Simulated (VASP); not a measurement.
A run of VASP 6.6.1:

File INCAR:

```
PREC = Accurate
ENCUT = 520
EDIFF = 1E-6
ISMEAR = -5
SIGMA = 0.05
LREAL = F
LASPH = T
NELM = 150
ALGO = Normal
ISIF = 2
LWAVE = F
LCHARG = F
ISPIN = 2
MAGMOM = 0.66
LORBIT = 11
LMAXMIX = 6
LDAU = T
LDAUTYPE = 2
LDAUL = 3
LDAUU = 6
LDAUJ = 0
LDAUPRINT = 1
GGA = PS
NBANDS = 22
```

File KPOINTS:

```
regular mesh
0
Gamma
  9 9 9
```

Contents of POSCAR:

```
Yb
1.0
   -2.1514830000      2.1514830000      2.1514830000
    2.1514830000     -2.1514830000      2.1514830000
    2.1514830000      2.1514830000     -2.1514830000
Yb
1
Direct
    0.0000000000      0.0000000000      0.0000000000
```

Potentials or basis: VASP PAW PBE potentials, release 64 (Yb).

Run with:

```bash
$ cat potpaw_PBE.64/Yb/POTCAR > POTCAR
$ mpirun -np 1 vasp_std > vasp.out
```

Hardware: 1 thread of AMD EPYC 7R13 Processor (Zen 3), on a shared host.

How long does it take, and how much memory?

Wall time 110 s on 1 thread of AMD EPYC 7R13 Processor (Zen 3) (shared host), peak memory 0.19 GiB. Counts: scf iterations 22, k points 35.
